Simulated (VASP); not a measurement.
# Al3Ni2 (P-3m1) in VASP: notebook, part 2 of 2

VASP 6.6.1. The steps go on from the part before.

## 3. Single point, PBEsol (strain -0.0250 x Voigt [1, 1, 0, 0, 0, 0])

File INCAR:

```
SYSTEM = Al3Ni2
ALGO = Fast ; EDIFF = 1E-7
ENCUT = 520 ; GGA = PS
ISIF = 2 ; ISMEAR = 0
LASPH = .TRUE. ; LCHARG = .FALSE.
LREAL = .FALSE. ; LWAVE = .FALSE.
NBANDS = 22 ; NELM = 60
PREC = Accurate ; SIGMA = 0.15
```

File KPOINTS:

```
k-points
0
G
  12 12 10
  0 0 0
```

File POSCAR:

```
Al3Ni2
1.0
    3.9030611474      0.0000000000      0.0000000000
   -1.9515305737      3.3801501061      0.0000000000
    0.0000000000      0.0000000000      4.8594646093
Al Ni
3 2
Direct
    0.0000000000      0.0000000000      0.0000000000
    0.3333333333      0.6666666667      0.6477829058
    0.6666666667      0.3333333333      0.3522170942
    0.3333333333      0.6666666667      0.1455709071
    0.6666666667      0.3333333333      0.8544290929
```

Potentials or basis: VASP PAW PBE potentials, release 64 (Al, Ni).

Launch:

```console
cat potpaw_PBE.64/Al/POTCAR potpaw_PBE.64/Ni/POTCAR > POTCAR
mpirun -np 1 vasp_std > vasp.out
```

OUTCAR:

```text
SYSTEM = Al3Ni2
   EDIFF = 1E-7
   ENCUT = 520
   GGA = PS
   ISIF = 2
   ISMEAR = 0
   LASPH = .TRUE.
   LREAL = .FALSE.
   NELM = 60
   PREC = Accurate

 ion  position               nearest neighbor table
   1  0.000  0.000  0.000-   4 2.36   5 2.36   4 2.36   5 2.36   5 2.36   4 2.36   2 2.83   3 2.83
                             2 2.83   3 2.83   2 2.83   3 2.83
   2  0.333  0.667  0.648-   4 2.42   4 2.44   5 2.47   5 2.47   5 2.47   3 2.67   3 2.67   3 2.67
                             1 2.83   1 2.83   1 2.83
   3  0.667  0.333  0.352-   5 2.42   5 2.44   4 2.47   4 2.47   4 2.47   2 2.67   2 2.67   2 2.67
                             1 2.83   1 2.83   1 2.83
   4  0.333  0.667  0.146-   1 2.36   1 2.36   1 2.36   2 2.42   2 2.44   3 2.47   3 2.47   3 2.47
                             5 2.66   5 2.66   5 2.66
   5  0.667  0.333  0.854-   1 2.36   1 2.36   1 2.36   3 2.42   3 2.44   2 2.47   2 2.47   2 2.47
                             4 2.66   4 2.66   4 2.66

  LATTYP: Found a hexagonal cell.
 ALAT       =     3.9030611474
 C/A-ratio  =     1.2450393232

  Lattice vectors:

 A1 = (   3.9030611474,   0.0000000000,   0.0000000000)
 A2 = (  -1.9515305737,   3.3801501061,   0.0000000000)
 A3 = (   0.0000000000,   0.0000000000,   4.8594646093)

Analysis of symmetry for initial positions (statically):
=====================================================================
 Subroutine PRICEL returns:
 Original cell was already a primitive cell.

 Routine SETGRP: Setting up the symmetry group for a
 hexagonal supercell.

 Subroutine GETGRP returns: Found 12 space group operations
 (whereof 12 operations were pure point group operations)
 out of a pool of 24 trial point group operations.

The static configuration has the point symmetry D_3d.

Analysis of symmetry for dynamics (positions and initial velocities):
=====================================================================
 Subroutine PRICEL returns:
[... 137 lines left out ...]
  Fermi-wavevector in a.u.,A,eV,Ry     =   1.256698  2.374815 21.487542  1.579290
  Thomas-Fermi vector in A             =   2.390393
   LORBIT       =      0    0 simple, 1 ext, 2 COOP (PROOUT), +10 PAW based schemes
   GGA     = PS    functional components
   LHFCALC =     F    Hartree Fock is set to
   AEXX    =    0.0000 exact exchange contribution
   IVDW    =     0    specifies the selected vdW correction
   LEPSILON=     F    determine dielectric tensor
   LRPA    =     F    only Hartree local field effects (RPA)
 non-spin polarized calculation
 RMM-DIIS sequential band-by-band and
 Gauss-broadening in eV      SIGMA  =   0.15
  energy-cutoff  :      520.00
  volume of cell :       64.11
 maximum number of plane-waves:      1753
 NGX is ok and might be reduce to    30
   NGX = 15   NGY = 15   NGZ = 19

 number of electron      29.0000020 magnetization

 Free energy of the ion-electron system (eV)
  ---------------------------------------------------
  ext. energy  EPLUGINS =         0.00000000
  ---------------------------------------------------
  free energy    TOTEN  =       -27.56732801 eV

  energy without entropy =      -27.55248142  energy(sigma->0) =      -27.55990472

 E-fermi :   9.1037     XC(G=0): -11.5924

 val. band max:        9.0963190859   @ k =   0.1667   0.1667   0.5000
 cond. band min:       9.1054438486   @ k =   0.2500   0.0000   0.2000
 fundamental gap:      0.0091247628
 Fermi energy:         9.1036682917

 k-point     1 :       0.0000    0.0000    0.0000
  band No.  band energies     occupation
      1      -1.8025      2.00000
      2       3.5492      2.00000
      3       3.9679      2.00000
      4       5.2893      2.00000
      5       5.2893      2.00000
      6       5.8739      2.00000
[... 589 lines left out ...]
     21      15.5744      0.00000
     22      15.8973      0.00000

 [... further k-points ...]

------------------------ aborting loop because EDIFF is reached ----------------------------------------

  FORCE on cell =-STRESS in cart. coord.  units (eV):
  Direction    XX          YY          ZZ          XY          YZ          ZX
  --------------------------------------------------------------------------------------
  -------------------------------------------------------------------------------------
  Total        3.9872001      3.9872001      1.7827404      0.0000000     -0.0000000      0.0000000
  in kB       99.6434712     99.6434712     44.5521761      0.0000000     -0.0000000      0.0000000
  external PRESSURE =      81.2797062 kB  Pullay stress =       0.0000000 kB

 VOLUME and BASIS-vectors are now :
 -----------------------------------------------------------------------------
  energy-cutoff  :      520.00
  volume of cell :       64.11
      direct lattice vectors                 reciprocal lattice vectors
     3.903061147  0.000000000  0.000000000     0.256209155  0.147922425  0.000000000
    -1.951530574  3.380150106  0.000000000     0.000000000  0.295844850  0.000000000
     0.000000000  0.000000000  4.859464609     0.000000000  0.000000000  0.205783987

 POSITION                                       TOTAL-FORCE (eV/Angst)
 -----------------------------------------------------------------------------------
      0.00000      0.00000      0.00000         0.000000      0.000000     -0.000000
     -0.00000      2.25343      3.14788        -0.000000     -0.000000     -0.064710
      1.95153      1.12672      1.71159        -0.000000      0.000000      0.064710
     -0.00000      2.25343      0.70740         0.000000      0.000000      0.137848
      1.95153      1.12672      4.15207        -0.000000     -0.000000     -0.137848
 -----------------------------------------------------------------------------------
    total drift:                               -0.000000      0.000000      0.000000

  FREE ENERGIE OF THE ION-ELECTRON SYSTEM (eV)
  ---------------------------------------------------
  free  energy   TOTEN  =       -27.5673280147 eV

  energy  without entropy=      -27.5524814177  energy(sigma->0) =      -27.55990472
```

OSZICAR:

```text
N       E                     dE             d eps       ncg     rms          rms(c)
DAV:   1     0.140556322453E+03    0.14056E+03   -0.11887E+04  7152   0.136E+03
DAV:   2    -0.236479629786E+02   -0.16420E+03   -0.15512E+03  7170   0.276E+02
DAV:   3    -0.310910151357E+02   -0.74431E+01   -0.72595E+01  8772   0.745E+01
[... 14 lines left out ...]
RMM:  18    -0.275673263900E+02    0.23279E-05   -0.50175E-06  8466   0.197E-02    0.420E-02
RMM:  19    -0.275673273329E+02   -0.94283E-06   -0.20208E-06  8212   0.805E-03    0.178E-02
RMM:  20    -0.275673277194E+02   -0.38649E-06   -0.32344E-07  5669   0.460E-03    0.750E-03
RMM:  21    -0.275673279445E+02   -0.22517E-06   -0.11835E-07  4698   0.282E-03    0.163E-03
RMM:  22    -0.275673280147E+02   -0.70119E-07   -0.53062E-08  4523   0.248E-03
   1 F= -.27567328E+02 E0= -.27559905E+02  d E =-.148466E-01
```

stdout:

```text
POSCAR found type information on POSCAR AlNi
 POSCAR found :  2 types and       5 ions
 scaLAPACK will be used
 -----------------------------------------------------------------------------
|                                                                             |
|                                                                             |
|     You enforced a specific xc type in the INCAR file but a different       |
|     I HOPE YOU KNOW WHAT YOU ARE DOING!                                     |
|                                                                             |
 -----------------------------------------------------------------------------

 LDA part: xc-table for (Slater+PW92), standard interpolation
 POSCAR, INCAR and KPOINTS ok, starting setup
 FFT: planning ... GRIDC
 FFT: planning ... GRID_SOFT
 FFT: planning ... GRID
 WAVECAR not read
 entering main loop
WARNING in EDDRMM: call to ZHEGV failed, returncode =   8  4     22
```

It took 7.5 min on 1 thread of Intel Xeon 8259CL, shared host; peak memory 0.33 GiB.

What came out:

```yaml
Free_energy: -27.5673 eV
Pressure: 8.1 GPa
Largest_force: 0.138 eV/Å
Band_gap_on_the_k_mesh: zero (an odd number of electrons rules out a gap without spin polarisation)
```

Forces in eV/Å, atoms in the order of the input:
```
Al   0.000  0.000  0.000
Al   0.000  0.000 -0.065
Al   0.000  0.000  0.065
Ni   0.000  0.000  0.138
Ni   0.000  0.000 -0.138
```

Caveat: the cell differs from its parent crystal (strain -0.0250 x Voigt [1, 1, 0, 0, 0, 0]); the cell stands under pressure; the PAW data sets were made with another functional, which shifts forces and pressure a little. Spin polarisation is off, so any magnetic state and its effect on volume and gap are missing.

## 4. Single point, PBEsol (strain +0.0250 x Voigt [1, 1, 0, 0, 0, 0])

File INCAR:

```
SYSTEM = Al3Ni2
PREC = Accurate
ENCUT = 520
EDIFF = 1E-6
ISMEAR = 0
SIGMA = 0.15
LREAL = .False.
LASPH = .True.
NELM = 100
ALGO = Fast
ISIF = 2
LWAVE = .False.
LCHARG = .True.
GGA = PS
LELF = .True.
LVHAR = .True.
NBANDS = 22
```

File KPOINTS:

```
Automatic mesh
0
Gamma
  12 12 10
  0 0 0
```

Changes to POSCAR since step 3:

```diff
@@ -2,4 +2,4 @@
 1.0
-    3.9030611474      0.0000000000      0.0000000000
-   -1.9515305737      3.3801501061      0.0000000000
+    4.1032181293      0.0000000000      0.0000000000
+   -2.0516090647      3.5534911372      0.0000000000
     0.0000000000      0.0000000000      4.8594646093
```

Launch:

```console
cat potpaw_PBE.64/Al/POTCAR potpaw_PBE.64/Ni/POTCAR > POTCAR
mpirun -np 1 vasp_std > vasp.out
```

It took 6.9 min on 1 thread of Intel Xeon 8259CL, shared host; peak memory 0.35 GiB.

Results (log left out):

```yaml
Free_energy: -27.5847 eV
Pressure: -6.0 GPa
Largest_force: 0.070 eV/Å
Band_gap_on_the_k_mesh: zero (an odd number of electrons rules out a gap without spin polarisation)
```

Forces in eV/Å, atoms in the order of the input:
```
Al   0.000  0.000  0.000
Al   0.000  0.000  0.033
Al   0.000  0.000 -0.033
Ni   0.000  0.000 -0.070
Ni   0.000  0.000  0.070
```

Stress tensor (GPa, compression positive):
```
-7.55  0.00  0.00
 0.00 -7.55  0.00
 0.00  0.00 -2.91
```

Levels at points of the mesh, in eV from the Fermi level:
```tsv
k point	band 12	band 13	band 14	band 15	band 16	band 17	band 18	band 19
(0.00, 0.00, 0.00)	-1.59	-1.22	1.11	1.11	2.91	2.91	3.91	4.19
(0.50, 0.00, 0.00)	-1.73	-1.46	-1.41	-1.12	1.36	1.92	2.14	4.70
(0.00, 0.00, 0.50)	-1.65	2.58	2.58	2.74	2.74	3.32	4.07	4.18
(0.50, 0.00, 0.50)	-1.62	-1.61	-1.00	-0.32	1.47	1.93	2.91	6.58
```

Caveat: the cell differs from its parent crystal (strain +0.0250 x Voigt [1, 1, 0, 0, 0, 0]); the cell stands under tension; the PAW data sets were made with another functional, which shifts forces and pressure a little. Spin polarisation is off, so any magnetic state and its effect on volume and gap are missing.

## 5. Single point, PBEsol (strain +0.0500 x Voigt [1, 1, 0, 0, 0, 0])

File INCAR:

```
SYSTEM = Al3Ni2
PREC = Accurate
ENCUT = 520
EDIFF = 1E-6
ISMEAR = 0
SIGMA = 0.15
LREAL = .FALSE.
LASPH = .TRUE.
NELM = 100
ALGO = Fast
ISIF = 2
LWAVE = .FALSE.
LCHARG = .FALSE.
GGA = PS
NBANDS = 22
```

File KPOINTS:

```
regular mesh
0
G
  12 12 10
  0 0 0
```

Changes to POSCAR since step 4:

```diff
@@ -2,4 +2,4 @@
 1.0
-    4.1032181293      0.0000000000      0.0000000000
-   -2.0516090647      3.5534911372      0.0000000000
+    4.2032966202      0.0000000000      0.0000000000
+   -2.1016483101      3.6401616528      0.0000000000
     0.0000000000      0.0000000000      4.8594646093
```

Launch:

```console
cat potpaw_PBE.64/Al/POTCAR potpaw_PBE.64/Ni/POTCAR > POTCAR
mpirun -np 1 vasp_std > vasp.out
```

It took 6.4 min on 1 thread of Intel Xeon 8259CL, shared host; peak memory 0.36 GiB.

The run converged. Its results:

* Free energy: -27.3513 eV
* Pressure: -10.5 GPa
* Largest force: 0.136 eV/Å
* Band gap on the k mesh: zero (an odd number of electrons rules out a gap without spin polarisation)

Forces on the atoms (eV/Å):
```
Al   0.000  0.000  0.000
Al   0.000  0.000  0.054
Al   0.000  0.000 -0.054
Ni   0.000  0.000 -0.136
Ni   0.000  0.000  0.136
```

Stress tensor (GPa, compression positive):
```
-13.37   0.00   0.00
  0.00 -13.37   0.00
  0.00   0.00  -4.81
```

Levels at points of the mesh, in eV from the Fermi level:
```csv
k point,band 11,band 12,band 13,band 14,band 15,band 16,band 17,band 18,band 19,band 20
"(0.00, 0.00, 0.00)",-1.51,-1.48,-1.14,0.98,0.98,2.70,2.70,3.48,3.70,6.25
"(0.50, 0.00, 0.00)",-1.82,-1.61,-1.36,-1.27,-1.00,1.37,1.70,2.17,4.67,5.08
"(0.00, 0.00, 0.50)",-1.53,-1.53,2.45,2.45,2.64,2.64,3.10,3.80,3.80,4.08
"(0.50, 0.00, 0.50)",-1.65,-1.50,-1.49,-0.93,-0.30,1.42,1.76,2.60,6.75,7.29
```

Caveat: the cell differs from its parent crystal (strain +0.0500 x Voigt [1, 1, 0, 0, 0, 0]); the cell stands under tension; the PAW data sets were made with another functional, which shifts forces and pressure a little. Spin polarisation is off, so any magnetic state and its effect on volume and gap are missing.

## 6. Single point, PBEsol (strain +0.0750 x Voigt [1, 1, 0, 0, 0, 0])

File INCAR:

```
  PREC = Accurate
  ENCUT = 520
  EDIFF = 1E-7
  ISMEAR = 0
  SIGMA = 0.15
  LREAL = False
  LASPH = True
  NELM = 60
  ALGO = Fast
  ISIF = 2
  LWAVE = False
  LCHARG = False
  GGA = PS
  NBANDS = 22
```

File KPOINTS:

```
Automatic mesh
0
Gamma
  12 12 10
```

Changes to POSCAR since step 5:

```diff
@@ -2,4 +2,4 @@
 1.0
-    4.2032966202      0.0000000000      0.0000000000
-   -2.1016483101      3.6401616528      0.0000000000
+    4.3033751112      0.0000000000      0.0000000000
+   -2.1516875556      3.7268321683      0.0000000000
     0.0000000000      0.0000000000      4.8594646093
```

Potentials or basis: VASP PAW PBE potentials, release 64 (Al, Ni).

Launch:

```console
cat potpaw_PBE.64/Al/POTCAR potpaw_PBE.64/Ni/POTCAR > POTCAR
mpirun -np 1 vasp_std > vasp.out
```

Wall time 7.8 min (1 thread of Intel Xeon 8259CL, shared host); peak memory 0.37 GiB.

It converged, with:

```
Free energy            : -26.9965 eV
Pressure               : -14.1 GPa
Largest force          : 0.182 eV/Å
Band gap on the k mesh : zero (an odd number of electrons rules out a gap without spin polarisation)
```

Forces in eV/Å, atoms in the order of the input:
```
Al   0.000  0.000  0.000
Al   0.000  0.000  0.061
Al   0.000  0.000 -0.061
Ni   0.000  0.000 -0.182
Ni   0.000  0.000  0.182
```

Stress tensor (GPa, compression positive):
```
-17.97   0.00   0.00
  0.00 -17.97   0.00
  0.00   0.00  -6.35
```

Levels at points of the mesh, in eV from the Fermi level:
```tsv
k point	band 13	band 14	band 15	band 16	band 17	band 18
(0.00, 0.00, 0.00)	-1.06	0.87	0.87	2.50	2.50	3.08
(0.50, 0.00, 0.00)	-1.27	-1.13	-0.87	1.38	1.50	2.21
(0.00, 0.00, 0.50)	2.33	2.33	2.55	2.55	2.74	3.56
(0.50, 0.00, 0.50)	-1.38	-0.88	-0.27	1.38	1.60	2.31
```

Caveat: the cell differs from its parent crystal (strain +0.0750 x Voigt [1, 1, 0, 0, 0, 0]); the cell stands under tension; the PAW data sets were made with another functional, which shifts forces and pressure a little. Spin polarisation is off, so any magnetic state and its effect on volume and gap are missing.

## 7. Overview

| cell | further INCAR settings | gap on the mesh (eV) | pressure (GPa) | largest force (eV/Å) |
| --- | --- | --- | --- | --- |
| a = 3.803, b = 3.803, c = 4.859 Å, angles 90.0, 90.0, 120.0°, 5 atoms | ALGO = Fast; EDIFF = 1e-07; NBANDS = 22 | none | 18.6 | 0.29 |
| a = 3.903, b = 3.903, c = 4.859 Å, angles 90.0, 90.0, 120.0°, 5 atoms | ALGO = Fast; EDIFF = 1e-07; NBANDS = 22 | none | 8.1 | 0.14 |
| a = 4.103, b = 4.103, c = 4.859 Å, angles 90.0, 90.0, 120.0°, 5 atoms | ALGO = Fast; EDIFF = 1e-06; NBANDS = 22 | none | -6.0 | 0.07 |
| a = 4.203, b = 4.203, c = 4.859 Å, angles 90.0, 90.0, 120.0°, 5 atoms | ALGO = Fast; EDIFF = 1e-06; NBANDS = 22 | none | -10.5 | 0.14 |
| a = 4.303, b = 4.303, c = 4.859 Å, angles 90.0, 90.0, 120.0°, 5 atoms | ALGO = Fast; EDIFF = 1e-07; NBANDS = 22 | none | -14.1 | 0.18 |

Alike in all rows: task single point; level PBEsol; potentials or basis VASP PAW PBE potentials, release 64 (Al, Ni); no spin polarisation; k mesh 12 × 12 × 10; cutoff (eV) 520; smearing gaussian 0.15 eV.

Caveats: the PAW data sets were made with another functional, which shifts forces and pressure a little; the cell stands under tension (at least some runs); the cell stands under pressure (at least some runs).

Total energies depend on the potentials used, so only differences within one code and one set of settings carry meaning.
